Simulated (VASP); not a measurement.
Wanted: the native input for a VASP 6.6.1 run.

```
Task                               : single point
Functional                         : PBEsol-based global hybrid
Potentials or basis                : VASP PAW PBE potentials, release 64 (Mg, O)
Cutoff                             : 520 eV
k mesh                             : 5 × 5 × 5
Occupations                        : fermi-dirac, width 0.05 eV
Spin                               : no spin polarisation
Dipole correction                  : no
Grid for exact exchange (PRECFOCK) : Normal
Share of exact exchange            : 0.25
Further INCAR settings             : ALGO = Normal; EDIFF = 1e-06; NBANDS = 11
```

MgO:

```
CELL_PARAMETERS angstrom
0.00000 2.30616 2.30616
2.30616 0.00000 2.30616
2.30616 2.30616 0.00000
ATOMIC_POSITIONS crystal
Mg 0.50000 0.50000 0.50000
O 0.75000 0.75000 0.75000
```

The input as run:

POSCAR

```
MgO
1.0
    0.0000000000      2.3061600000      2.3061600000
    2.3061600000      0.0000000000      2.3061600000
    2.3061600000      2.3061600000      0.0000000000
Mg O
1 1
Direct
    0.5000000000      0.5000000000      0.5000000000
    0.7500000000      0.7500000000      0.7500000000
```

INCAR.step1

```
PREC = Accurate ; ENCUT = 520
EDIFF = 1E-5 ; ISMEAR = -1
SIGMA = 0.05 ; LREAL = F
LASPH = T ; NELM = 60
ALGO = Normal ; ISIF = 2
LWAVE = T ; GGA = PE
NBANDS = 11
```

INCAR.step2

```
PREC = Accurate ; ENCUT = 520
EDIFF = 1E-6 ; ISMEAR = -1
SIGMA = 0.05 ; LREAL = F
LASPH = T ; NELM = 60
ALGO = Normal ; ISIF = 2
LWAVE = F ; LCHARG = T
GGA = PS ; LHFCALC = T
AEXX = 0.25 ; PRECFOCK = Normal
LELF = T ; LVHAR = T
ISTART = 1 ; NBANDS = 11
```

KPOINTS

```
regular mesh
0
Gamma
  5 5 5
```

Potentials or basis: VASP PAW PBE potentials, release 64 (Mg, O).

The run is started by

```sh
$ cat potpaw_PBE.64/Mg/POTCAR potpaw_PBE.64/O/POTCAR > POTCAR
$ cp INCAR.step1 INCAR
$ mpirun -np 1 vasp_std > vasp.out
$ cp INCAR.step2 INCAR
$ mpirun -np 1 vasp_std > vasp.out
```

Results of the run:

```
Pressure               : -6.0 GPa
Band gap on the k mesh : 5.70 eV, direct
```

Caveat: the k points lie up to 0.47 Å⁻¹ apart; the PAW data sets were made with another functional, which shifts forces and pressure a little.

Wall time 110 s on 1 thread of Intel(R) Xeon(R) 6975P-C (Granite Rapids), with other jobs on the host, peak memory 0.15 GiB.
